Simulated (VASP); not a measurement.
Input of a VASP 6.6.1 run:

The input INCAR:

```
SYSTEM = Si2W
PREC     = Accurate       ! precision mode
ENCUT    = 520            ! plane-wave cutoff, eV
EDIFF    = 1E-6           ! SCF threshold, eV
ISMEAR   = 0              ! smearing method
SIGMA    = 0.15           ! smearing width, eV
LREAL    = .FALSE.        ! projectors in reciprocal space
LASPH    = .TRUE.         ! aspherical terms in the spheres
NELM     = 100            ! most SCF steps
ALGO     = Normal         ! electronic algorithm
ISIF     = 2              ! what is computed and relaxed
LWAVE    = .FALSE.        ! write WAVECAR
LCHARG   = .TRUE.         ! write CHGCAR
GGA      = CA             ! functional
LELF     = .TRUE.         ! ELF
LVHAR    = .TRUE.       
NBANDS   = 18             ! bands
```

KPOINTS

```
Automatic mesh
0
G
  18 18 18
  0 0 0
```

The input POSCAR:

```
Si2W
1.0
   -1.5292622200      1.5292622200      4.2161759406
    1.5292622200     -1.5292622200      4.2161759406
    1.5292622200      1.5292622200     -4.2161759406
Si W
2 1
Direct
    0.3561119391      0.3561119391      0.0000000000
    0.6438880609      0.6438880609      0.0000000000
    0.0000000000      0.0000000000      0.0000000000
```

Potentials or basis: VASP PAW LDA potentials, release 64 (Si, W_sv).

Launch:

```console
$ cat potpaw_LDA.64/Si/POTCAR potpaw_LDA.64/W_sv/POTCAR > POTCAR
$ mpirun -np 1 vasp_std > vasp.out
```

**Question.** What does it give for the pressure?

**Answer.** 14.0 GPa.

**Question.** Estimate the band gap on the k mesh.

**Answer.** Zero (bands 11 and 12 overlap by 0.99 eV).

**Question.** Predict the largest force.

**Answer.** 3.008 eV/Å.

Forces in eV/Å, atoms in the order of the input:
```
Si   0.000  0.000 -3.008
Si   0.000  0.000  3.008
W    0.000  0.000  0.000
```

Caveat: the stress differs along the axes, from -7 to 24 GPa; spin-orbit coupling is left out, which moves the levels of the heavy elements; forces of over 1 eV/Å act on the atoms, so gaps and moduli don't describe the material at rest.
